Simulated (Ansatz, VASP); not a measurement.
One calculation of CdS, two programs

INCAR

```
PREC = Accurate
ENCUT = 520
EDIFF = 1E-6
ISMEAR = -1
SIGMA = 0.02
LREAL = F
LASPH = T
NELM = 80
ALGO = Normal
ISIF = 2
LWAVE = F
LCHARG = F
GGA = PE
NBANDS = 16
```

KPOINTS

```
regular mesh
0
Gamma
  8 8 8
```

POSCAR

```
CdS
1.0
    0.0373406500      2.9471633446      2.9471633446
    2.9471633446      0.0373406500      2.9471633446
    2.9471633446      2.9471633446      0.0373406500
Cd S
1 1
Direct
    0.0014428210      0.0014428210      0.0014428210
    0.2485571790      0.2485571790      0.2485571790
```

Input for Ansatz:

```yaml
crystal:
  lattice:
    - [0.03734065, 2.9471633446, 2.9471633446]
    - [2.9471633446, 0.03734065, 2.9471633446]
    - [2.9471633446, 2.9471633446, 0.03734065]
  atoms:
    - { symbol: Cd, position: [0.001442821, 0.001442821, 0.001442821] }
    - { symbol: S, position: [0.248557179, 0.248557179, 0.248557179] }
kpoints:
  mp_grid: { grid: [8, 8, 8] }
  band_path:
    path:
      - [0.0, 0.0, 0.0]
      - [-0.5, -0.5, 0.0]
      - [-0.375, -0.375, 0.25]
      - [-0.375, 0.0, 0.375]
      - [0.0, 0.0, 0.5]
      - [-0.5, -0.25, 0.25]
    npoints: 1
hamiltonian:
  xc: pbe
scf:
  occupations: { method: fermi_dirac, width: 0.02 }
  n_extra_bands: 4
output:
  forces: true
  stress: true
  eigenvalues: true
```

Change from the starting cell: epitaxial_111 strain -1.0%.

Alike in both runs: task single point; functional PBE; k mesh 8 × 8 × 8; occupations fermi-dirac, width 0.02 eV; no spin polarisation.

|  | VASP | Ansatz |
| --- | --- | --- |
| version | VASP 6.6.1 | Ansatz 0.2.0 |
| potentials or method | VASP PAW PBE potentials, release 64 (Cd, S) | plane waves, PAW |
| plane-wave cutoff (eV) | 520 | 420 |
| valence electrons in the cell | 18 | 26 |

|  | VASP | Ansatz | Ansatz less VASP |
| --- | --- | --- | --- |
| gap on the k mesh at the Fermi level (eV) | 1.09 | 1.09 | -0.003 |
| pressure (GPa) | 2.4 | 2.0 | -0.34 |
| traceless stress, the component that is largest in VASP (GPa) | -0.31 | -0.31 | 0.000 |

VASP's potentials hold 18 valence electrons a cell and Ansatz's 26, so a difference there can come from the potentials and not from the codes.
